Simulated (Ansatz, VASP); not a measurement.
**Os4C: VASP beside Ansatz**

The input INCAR:

```
PREC = Accurate ; ENCUT = 600
EDIFF = 1E-6 ; ISMEAR = 0
SIGMA = 0.1 ; LREAL = F
LASPH = T ; NELM = 60
ALGO = Normal ; ISIF = 3
LWAVE = F ; LCHARG = F
GGA = PE ; IBRION = 2
NSW = 100 ; EDIFFG = -0.01
```

File KPOINTS:

```
Automatic mesh
0
Gamma
  8 8 8
```

Contents of POSCAR:

```
Os4C
1.0
    0.0000000000      3.9809977546      3.9809977546
    3.9809977546      0.0000000000      3.9809977546
    3.9809977546      3.9809977546      0.0000000000
Os C
4 1
Direct
    0.6115560293      0.1653319120      0.6115560293
    0.6115560293      0.6115560293      0.6115560293
    0.1653319120      0.6115560293      0.6115560293
    0.6115560293      0.6115560293      0.1653319120
    0.7500000000      0.7500000000      0.7500000000
```

Input for Ansatz:

```yaml
crystal:
  lattice:
    - [0.0, 3.9809977546, 3.9809977546]
    - [3.9809977546, 0.0, 3.9809977546]
    - [3.9809977546, 3.9809977546, 0.0]
  atoms:
    - { symbol: Os, position: [0.6115560293, 0.165331912, 0.6115560293] }
    - { symbol: Os, position: [0.6115560293, 0.6115560293, 0.6115560293] }
    - { symbol: Os, position: [0.165331912, 0.6115560293, 0.6115560293] }
    - { symbol: Os, position: [0.6115560293, 0.6115560293, 0.165331912] }
    - { symbol: C, position: [0.75, 0.75, 0.75] }
basis:
  ecutwfc: 420
kpoints:
  mp_grid: { grid: [8, 8, 8] }
hamiltonian:
  xc: pbe
scf:
  occupations: { method: gaussian, width: 0.1 }
output:
  forces: true
  stress: true
  eigenvalues: true
relax:
  adjacent_minimum: "off"
  f_tol: 0.01
  max_steps: 80
  cell: { stress_tol: 0.05 }
```

Alike in both runs: task relaxation of cell and atoms; functional PBE; k mesh 8 × 8 × 8; occupations gaussian, width 0.1 eV; no spin polarisation.

|  | VASP | Ansatz |
| --- | --- | --- |
| version | VASP 6.6.1 | Ansatz 0.2.0 |
| potentials or method | VASP PAW PBE potentials, release 64 (Os, C), cutoff 600 eV | scalar-relativistic, plane waves, PAW |
| valence electrons in the cell | 36 | 68 |

```tsv
	VASP	Ansatz	Ansatz less VASP
gap on the k mesh at the Fermi level, each at its own relaxed structure (eV)	none	none	-
relaxed volume (Å³/atom)	25.40	25.27	-0.134
relaxed length of the cell vector where the two differ most in proportion (Å)	5.642	5.632	-0.0099
```

A gap of «none» marks a metal or a gap that the smearing closes. VASP's potentials hold 36 valence electrons a cell and Ansatz's 68, so a difference there can come from the potentials and not from the codes.

Spin-orbit coupling is off throughout.
